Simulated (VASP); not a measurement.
## Ir: single point with PBE

The system is Ir.

```
Ir
1.0
    -2.15410    2.15410    1.18826
     2.15410   -2.15410    1.18826
     2.15410    2.15410   -1.18826
Ir
2
Direct
  0.62500 0.87500 0.75000
  0.37500 0.12500 0.25000
```

This cell differs from its parent crystal: volume scaled by 0.68.

```json
{
  "Program": "VASP 6.6.1",
  "Task": "single point",
  "Functional": "PBE",
  "Potentials or basis": "VASP PAW PBE potentials, release 64 (Ir)",
  "Cutoff": "520 eV",
  "k mesh": "18 × 18 × 18",
  "Occupations": "fermi-dirac, width 0.05 eV",
  "Spin": "no spin polarisation"
}
```

```yaml
Pressure: 267.8 GPa
Band_gap_on_the_k_mesh: zero (band 9 reaches 17.86 eV, above the bottom of band 10 at 13.21 eV)
```

Stress tensor (GPa, compression positive):
```
266.21   0.00   0.00
  0.00 266.21   0.00
  0.00   0.00 270.94
```

Levels at points of the mesh, in eV from the Fermi level:
```tsv
k point	band 7	band 8	band 9	band 10	band 11	band 12
(0.00, 0.00, 0.00)	-1.78	-1.67	-1.67	2.86	5.08	6.71
(0.50, 0.00, 0.00)	-2.30	-1.31	1.04	1.16	5.18	9.06
(0.50, 0.50, 0.00)	-2.92	-2.92	0.22	0.22	0.94	0.94
(0.50, 0.50, 0.50)	-2.24	-2.24	-0.83	-0.83	-0.62	-0.62
```

Wall time 4.5 min on 1 thread of AMD EPYC 7R13 (shared host), peak memory 0.23 GiB.

Caveat: spin-orbit coupling is left out, which moves the levels of the heavy elements.
